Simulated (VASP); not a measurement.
# BP (I-4m2) in VASP: single point with r2SCAN

Aim: the single point of BP with r2SCAN.

Program: VASP 6.6.1. These are calculated values, not measurements. Logs are shortened: lines on timing, memory, paths and dates and some standing lists are left out, and cuts for length are marked.

**1. The cell of the first run**

Symmetry: I-4m2, No. 119, tetragonal system. The conventional cell has a = 3.157 Å, b = 3.157 Å, c = 4.688 Å, α = 90.00°, β = 90.00°, γ = 90.00°. B (site symmetry -4m2) has 4 P at 1.97 Å within 2.6 Å. P (site symmetry -4m2) has 4 B at 1.97 Å within 2.6 Å.

**2. Single point, r2SCAN**

POSCAR

```
BP
1.0
    0.0000000000      2.2323968251      2.3440166664
    2.2323968251      0.0000000000      2.3440166664
    2.2323968251      2.2323968251      0.0000000000
B P
1 1
Direct
    0.0000000000      0.0000000000      0.0000000000
    0.7500000000      0.7500000000      0.7500000000
```

INCAR.step1

```
SYSTEM = BP
ALGO = Normal
EDIFF = 1E-4
ENCUT = 520
GGA = PE
ISMEAR = 0
LASPH = .True.
LCHARG = .False.
LREAL = .False.
LWAVE = .True.
NBANDS = 11
NELM = 80
PREC = Accurate
SIGMA = 0.05
```

INCAR.step2

```
SYSTEM = BP
ALGO = Normal
EDIFF = 1E-7
ENCUT = 520
ISIF = 2
ISMEAR = 0
ISTART = 1
LASPH = .True.
LCHARG = .False.
LMIXTAU = .True.
LREAL = .False.
LWAVE = .False.
METAGGA = R2SCAN
NBANDS = 11
NELM = 80
PREC = Accurate
SIGMA = 0.05
```

KPOINTS

```
k-points
0
Gamma
  8 8 8
  0 0 0
```

Potentials or basis: VASP PAW PBE potentials, release 64 (B, P).

On the command line:

```
> cat potpaw_PBE.64/B/POTCAR potpaw_PBE.64/P/POTCAR > POTCAR
> cp INCAR.step1 INCAR
> mpirun -np 1 vasp_std > vasp.out
> cp INCAR.step2 INCAR
> mpirun -np 1 vasp_std > vasp.out
```

OUTCAR:

```text
SYSTEM = BP
   EDIFF = 1E-7
   ENCUT = 520
   ISIF = 2
   ISMEAR = 0
   ISTART = 1
   LASPH = .True.
   LREAL = .False.
   METAGGA = R2SCAN
   NELM = 80
   PREC = Accurate

 ion  position               nearest neighbor table
   1  0.000  0.000  0.000-   2 1.97   2 1.97   2 1.97   2 1.97
   2  0.750  0.750  0.750-   1 1.97   1 1.97   1 1.97   1 1.97

  LATTYP: Found a body centered tetragonal cell.
 ALAT       =     3.1570858667
 C/A-ratio  =     1.4849242405

  Lattice vectors:

 A1 = (  -2.2323968251,   0.0000000000,   2.3440166664)
 A2 = (   2.2323968251,   0.0000000000,   2.3440166664)
 A3 = (   0.0000000000,   2.2323968251,  -2.3440166664)

Analysis of symmetry for initial positions (statically):
=====================================================================
 Subroutine PRICEL returns:
 Original cell was already a primitive cell.

 Routine SETGRP: Setting up the symmetry group for a
 body centered tetragonal supercell.

 Subroutine GETGRP returns: Found  8 space group operations
 (whereof  8 operations were pure point group operations)
 out of a pool of 16 trial point group operations.

The static configuration has the point symmetry D_2d.

Analysis of symmetry for dynamics (positions and initial velocities):
=====================================================================
 Subroutine PRICEL returns:
 Original cell was already a primitive cell.

 Routine SETGRP: Setting up the symmetry group for a
 body centered tetragonal supercell.

 Subroutine GETGRP returns: Found  8 space group operations
 (whereof  8 operations were pure point group operations)
 out of a pool of 16 trial point group operations.

The dynamic configuration has the point symmetry D_2d.

 Subroutine INISYM returns: Found  8 space group operations
 (whereof  8 operations are pure point group operations),
 and found     1 'primitive' translations

----------------------------------------------------------------------------------------

                                     Primitive cell

  volume of cell :      23.3633

  direct lattice vectors                    reciprocal lattice vectors
     0.000000000  2.232396825  2.344016666    -0.223974517  0.223974517  0.213309064
     2.232396825  0.000000000  2.344016666     0.223974517 -0.223974517  0.213309064
     2.232396825  2.232396825  0.000000000     0.223974517  0.223974517 -0.213309064

  length of vectors
     3.236975396  3.236975396  3.157085867     0.381876845  0.381876845  0.381876845

  position of ions in fractional coordinates (direct lattice)
     0.000000000  0.000000000  0.000000000
     0.750000000  0.750000000  0.750000000

  ion indices of the primitive-cell ions
   primitive index   ion index
                 1           1
                 2           2

----------------------------------------------------------------------------------------

 KPOINTS: k-points

Automatic generation of k-mesh.
 Grid dimensions read from file:
 generate k-points for:    8    8    8

 Generating k-lattice:

  Cartesian coordinates                     Fractional coordinates (reciprocal lattice)
    -0.027996815  0.027996815  0.026663633     0.125000000 -0.000000000  0.000000000
     0.027996815 -0.027996815  0.026663633    -0.000000000  0.125000000  0.000000000
     0.027996815  0.027996815 -0.026663633     0.000000000  0.000000000  0.125000000

  Length of vectors
     0.047734606  0.047734606  0.047734606

  Shift w.r.t. Gamma in fractional coordinates (k-lattice)
     0.000000000  0.000000000  0.000000000

 Subroutine IBZKPT returns following result:
 ===========================================

 Found     59 irreducible k-points:

 Following reciprocal coordinates:
            Coordinates               Weight
  0.000000  0.000000  0.000000      1.000000
  0.125000  0.000000  0.000000      8.000000
  0.250000  0.000000  0.000000      8.000000
  0.375000  0.000000  0.000000      8.000000
  0.500000  0.000000  0.000000      4.000000
  0.125000  0.125000  0.000000      2.000000
[... 16 lines left out ...]
  0.250000  0.000000  0.125000     16.000000
  0.375000  0.000000  0.125000     16.000000
 [... further k-points ...]
   k-points           NKPTS =     59   k-points in BZ     NKDIM =     59   number of bands    NBANDS=     11
   number of dos      NEDOS =    301   number of ions     NIONS =      2
   total plane-waves  NPLWV =  13824
   dimension x,y,z NGX =    24 NGY =   24 NGZ =   24
   dimension x,y,z NGXF=    48 NGYF=   48 NGZF=   48
   ions per type =               1   1
   NGX,Y,Z   is equivalent  to a cutoff of  12.33, 12.33, 12.64 a.u.
   NGXF,Y,Z  is equivalent  to a cutoff of  24.65, 24.65, 25.28 a.u.
 SYSTEM =  BP
   PREC   = accura    normal or accurate (medium, high low for compatibility)
   ISTART =      1    job   : 0-new  1-cont  2-samecut
   ICHARG =      0    charge: 1-file 2-atom 10-const
   ISPIN  =      1    spin polarized calculation?
   LNONCOLLINEAR =      F non collinear calculations
   LSORBIT =      F    spin-orbit coupling
   LASPH  =      T    aspherical Exc in radial PAW
   ENCUT  =  520.0 eV  38.22 Ry    6.18 a.u.   6.02  6.02  5.87*2*pi/ulx,y,z
   NELM   =     80;   NELMIN=  2; NELMDL=  0     # of ELM steps
   EDIFF  = 0.1E-06   stopping-criterion for ELM
   LREAL  =      F    real-space projection
   EDIFFG = 0.1E-05   stopping-criterion for IOM
   NSW    =      0    number of steps for IOM
   IBRION =     -1    ionic relax: 0-MD 1-quasi-New 2-CG
   NFREE  =      0    steps in history (QN), initial steepest desc. (CG)
   ISIF   =      2    stress and relaxation
   ISYM   =      2    0-nonsym 1-usesym 2-fastsym
   POTIM  = 0.5000    time-step for ionic-motion
   TEBEG  =    0.0;   TEEND  =   0.0 temperature during run
   PSTRESS=    0.0 pullay stress
   NELECT =       8.0000    total number of electrons
   NUPDOWN=      -1.0000    fix difference up-down
   EMIN   =  10.00;   EMAX   =-10.00  energy-range for DOS
   EFERMI =   0.00;   METHOD = LEGACY
   ISMEAR =     0;   SIGMA  =   0.05  broadening in eV -4-tet -1-fermi 0-gaus
   EFERMI_NEDOS =   21; number of points for ismear=-14 and -15
   IALGO  =     38    algorithm
   IMIX   =      4    mixing-type and parameters
     AMIX     =   0.40;   BMIX     =  1.00
     AMIX_MAG =   1.60;   BMIX_MAG =  1.00
  volume/ion in A,a.u.               =      11.68        78.83
  Fermi-wavevector in a.u.,A,eV,Ry     =   1.145320  2.164342 17.847562  1.311759
  Thomas-Fermi vector in A             =   2.282009
   LORBIT       =      0    0 simple, 1 ext, 2 COOP (PROOUT), +10 PAW based schemes
   METAGGA = R2SCAN    functional components
   LHFCALC =     F    Hartree Fock is set to
   AEXX    =    0.0000 exact exchange contribution
   IVDW    =     0    specifies the selected vdW correction
   LEPSILON=     F    determine dielectric tensor
   LRPA    =     F    only Hartree local field effects (RPA)
 non-spin polarized calculation
 Gauss-broadening in eV      SIGMA  =   0.05
  energy-cutoff  :      520.00
  volume of cell :       23.36
 maximum number of plane-waves:       652
   NGX = 13   NGY = 13   NGZ = 11

 number of electron       8.0000001 magnetization

 Free energy of the ion-electron system (eV)
  ---------------------------------------------------
  ext. energy  EPLUGINS =         0.00000000
  ---------------------------------------------------
  free energy    TOTEN  =       -17.27460913 eV

  energy without entropy =      -17.27460913  energy(sigma->0) =      -17.27460913

 E-fermi :   7.7848     XC(G=0): -11.5026

 val. band max:        7.5748980085   @ k =   0.0000   0.0000   0.0000
 cond. band min:       8.6622727006   @ k =   0.3750   0.0000   0.3750
 fundamental gap:      1.0873746921
 Fermi energy:         7.7848377793

 k-point     1 :       0.0000    0.0000    0.0000
  band No.  band energies     occupation
      1      -8.8666      2.00000
      2       7.0359      2.00000
      3       7.5749      2.00000
      4       7.5749      2.00000
      5      10.9499      0.00000
      6      10.9499      0.00000
      7      11.2431      0.00000
      8      15.3522      0.00000
      9      19.3101      0.00000
     10      19.8193      0.00000
     11      20.7226      0.00000

 k-point     2 :       0.1250    0.0000    0.0000
  band No.  band energies     occupation
      1      -8.5708      2.00000
      2       5.4221      2.00000
      3       6.7601      2.00000
      4       7.1495      2.00000
      5      11.4290      0.00000
      6      11.6002      0.00000
      7      11.9522      0.00000
      8      16.1732      0.00000
      9      18.5960      0.00000
     10      19.6623      0.00000
     11      20.6804      0.00000

 k-point     3 :       0.2500    0.0000    0.0000
  band No.  band energies     occupation
      1      -7.7032      2.00000
      2       2.2982      2.00000
      3       5.9474      2.00000
      4       6.4797      2.00000
      5      11.5256      0.00000
      6      12.5496      0.00000
      7      12.6197      0.00000
      8      17.7348      0.00000
      9      18.7351      0.00000
     10      19.0989      0.00000
     11      21.4251      0.00000

 k-point     4 :       0.3750    0.0000    0.0000
  band No.  band energies     occupation
      1      -6.3757      2.00000
      2      -0.5657      2.00000
      3       5.3834      2.00000
      4       6.0272      2.00000
      5      11.2938      0.00000
      6      12.6312      0.00000
      7      12.7548      0.00000
      8      18.3845      0.00000
      9      20.5544      0.00000
     10      20.7264      0.00000
     11      22.3441      0.00000

 k-point     5 :       0.5000    0.0000    0.0000
  band No.  band energies     occupation
      1      -5.3692      2.00000
      2      -2.1037      2.00000
      3       5.1878      2.00000
      4       5.8748      2.00000
      5      11.1751      0.00000
      6      12.5433      0.00000
      7      12.6773      0.00000
      8      18.3432      0.00000
      9      22.5658      0.00000
     10      22.7023      0.00000
     11      23.7762      0.00000
[... 211 lines left out ...]
 k-point    21 :       0.5000    0.5000    0.0000
  band No.  band energies     occupation
      1      -4.0363      2.00000
      2      -2.0272      2.00000
      3       3.4132      2.00000
      4       3.4132      2.00000
      5       9.3169      0.00000
      6       9.7941      0.00000
      7      20.4593      0.00000
      8      20.4593      0.00000
      9      23.3827      0.00000
     10      25.1726      0.00000
     11      26.0858      0.00000

 k-point    22 :       0.1250    0.0000    0.1250
  band No.  band energies     occupation
      1      -8.4595      2.00000
      2       5.8873      2.00000
      3       6.2276      2.00000
      4       6.3261      2.00000
      5      10.2918      0.00000
      6      12.4515      0.00000
      7      13.0876      0.00000
      8      15.5344      0.00000
      9      18.7751      0.00000
     10      20.0545      0.00000
     11      21.1090      0.00000

 k-point    23 :       0.2500    0.0000    0.1250
  band No.  band energies     occupation
      1      -7.7683      2.00000
      2       3.3763      2.00000
      3       5.2260      2.00000
      4       5.9451      2.00000
      5      10.5717      0.00000
      6      13.2221      0.00000
      7      14.1342      0.00000
      8      15.0110      0.00000
      9      19.5829      0.00000
     10      20.3131      0.00000
     11      22.3665      0.00000

 k-point    24 :       0.3750    0.0000    0.1250
  band No.  band energies     occupation
      1      -6.5649      2.00000
      2       0.4404      2.00000
      3       4.7204      2.00000
      4       5.2318      2.00000
      5      11.0381      0.00000
      6      13.2981      0.00000
      7      14.2531      0.00000
      8      15.6815      0.00000
      9      20.7321      0.00000
     10      21.7395      0.00000
     11      23.1033      0.00000

 [... further k-points ...]
[... 5 lines left out ...]
  --------------------------------------------------------------------------------------
  -------------------------------------------------------------------------------------
  Total        0.6311055      0.6311055     -1.5563060      0.0000000     -0.0000000     -0.0000000
  in kB       43.2791828     43.2791828   -106.7264581      0.0000000     -0.0000000     -0.0000000
  external PRESSURE =      -6.7226975 kB  Pullay stress =       0.0000000 kB

 VOLUME and BASIS-vectors are now :
 -----------------------------------------------------------------------------
  energy-cutoff  :      520.00
  volume of cell :       23.36
      direct lattice vectors                 reciprocal lattice vectors
     0.000000000  2.232396825  2.344016666    -0.223974517  0.223974517  0.213309064
     2.232396825  0.000000000  2.344016666     0.223974517 -0.223974517  0.213309064
     2.232396825  2.232396825  0.000000000     0.223974517  0.223974517 -0.213309064

 POSITION                                       TOTAL-FORCE (eV/Angst)
 -----------------------------------------------------------------------------------
      0.00000      0.00000      0.00000        -0.000000      0.000000      0.000000
      3.34860      3.34860      3.51602         0.000000     -0.000000      0.000000
 -----------------------------------------------------------------------------------
    total drift:                               -0.000000     -0.000000     -0.000000

  FREE ENERGIE OF THE ION-ELECTRON SYSTEM (eV)
  ---------------------------------------------------
  free  energy   TOTEN  =       -17.2746091289 eV

  energy  without entropy=      -17.2746091289  energy(sigma->0) =      -17.27460913
```

It took 41 s on 1 thread of Intel Xeon Platinum 8259CL at 2.50GHz (Skylake/Cascade Lake), shared host; peak memory 0.14 GiB.

What came out:

- Free energy: -17.2746 eV
- Pressure: -0.7 GPa
- Band gap on the k mesh: 1.09 eV, indirect (least direct gap 3.38 eV)

Levels at points of the mesh, in eV from the valence-band top:
```
           k point  band 1  band 2  band 3  band 4  band 5  band 6  band 7  band 8
(0.00, 0.00, 0.00)  -16.44   -0.54    0.00    0.00    3.37    3.37    3.67    7.78
(0.50, 0.00, 0.00)  -12.94   -9.68   -2.39   -1.70    3.60    4.97    5.10   10.77
(0.50, 0.50, 0.00)  -11.61   -9.60   -4.16   -4.16    1.74    2.22   12.88   12.88
(0.50, 0.00, 0.50)  -11.11   -9.15   -4.74   -4.64    1.18    1.50   12.23   13.32
```

Caveat: the PAW data sets were made with another functional, which shifts forces and pressure a little. A k mesh can miss the band edges.
